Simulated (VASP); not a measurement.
## InAs: single point with PBEsol

InAs:

```
In As
1.0
     0.00000    2.69613    3.23432
     3.23432    0.00000    3.23432
     3.23432    2.69613    0.00000
In As
1 1
Direct
  0.00000 0.00000 0.00000
  0.75000 0.75000 0.75000
```

```
Program             : VASP 6.6.1
Task                : single point
Functional          : PBEsol
Potentials or basis : VASP PAW PBE potentials, release 64 (In_d, As)
Cutoff              : 520 eV
k mesh              : 14 × 14 × 14
Occupations         : gaussian, width 0.15 eV
Spin                : no spin polarisation
```

```
Pressure               : -0.6 GPa
Band gap on the k mesh : 0.17 eV (least direct gap 0.41 eV)
```

Stress tensor (GPa, compression positive):
```
-2.02  0.00  0.00
 0.00  2.21  0.00
 0.00  0.00 -2.02
```

Levels at points of the mesh, in eV from the valence-band top:
```csv
k point,band 6,band 7,band 8,band 9,band 10,band 11,band 12,band 13
"(0.00, 0.00, 0.00)",-11.93,-0.77,-0.48,-0.48,0.17,3.56,3.91,3.91
"(0.50, 0.00, 0.00)",-10.53,-5.89,-1.69,-0.72,0.29,3.85,5.22,6.75
"(0.50, 0.50, 0.00)",-10.19,-6.30,-2.11,-2.02,1.55,2.32,7.52,7.88
"(0.50, 0.00, 0.50)",-9.71,-5.31,-3.08,-3.08,0.74,0.85,8.78,8.78
```

It took 72 s on 1 thread of Intel(R) Xeon(R) 6975P-C (Granite Rapids), on a shared host, peak memory 0.36 GiB.

Caveat: semilocal functionals underestimate gaps, and a narrow one can read as zero; the PAW data sets were made with another functional, which shifts forces and pressure a little; spin-orbit coupling is left out, which moves the levels of the heavy elements. A k mesh can miss the band edges.
